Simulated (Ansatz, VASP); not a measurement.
# CoPdO2: VASP beside Ansatz

```
CELL_PARAMETERS angstrom
2.98082 0.00000 0.00000
-1.49041 2.58146 0.00000
0.00000 0.00000 18.54659
ATOMIC_POSITIONS crystal
Co 0.66667 0.33333 0.83333
Co 0.33333 0.66667 0.16667
Co 0.00000 0.00000 0.50000
Pd 0.00000 0.00000 0.00000
Pd 0.66667 0.33333 0.33333
Pd 0.33333 0.66667 0.66667
O 0.33333 0.66667 0.78000
O 0.00000 0.00000 0.88667
O 0.00000 0.00000 0.11333
O 0.66667 0.33333 0.22000
O 0.66667 0.33333 0.44666
O 0.33333 0.66667 0.55334
```

Change from the starting cell: equal strain along all axes, cell held, atoms relaxed: +4.0 %.

Alike in both runs: functional PBE; k mesh 12 × 12 × 2; occupations gaussian, width 0.1 eV; no spin polarisation; Hubbard terms Co d U = 3.32 eV.

Ansatz relaxed the structure, and its values are those at the end. VASP's run is a single point on that final structure, the one shown.

```csv
,VASP,Ansatz
version,VASP 6.6.1,Ansatz 0.2.0
potentials or method,"VASP PAW PBE potentials, release 64 (Co, Pd, O), cutoff 520 eV","scalar-relativistic, plane waves, PAW"
valence electrons in the cell,93,141
```

|  | VASP | Ansatz | Ansatz less VASP |
| --- | --- | --- | --- |
| gap on the k mesh at the Fermi level (eV) | none | none | - |
| pressure (GPa) | -18.6 | -18.1 | +0.49 |
| rms of the force components (eV/Å) | 0.010 | 0.000 | -0.0099 |

The programs project onto different local orbitals, so the same U acts differently, and such runs can settle in different states. A gap of «none» marks a metal or a gap that the smearing closes. VASP's potentials hold 93 valence electrons a cell and Ansatz's 141, so a difference there can come from the potentials and not from the codes. Ansatz's warnings: filled band counts differ across k points, stress scf threshold loose.
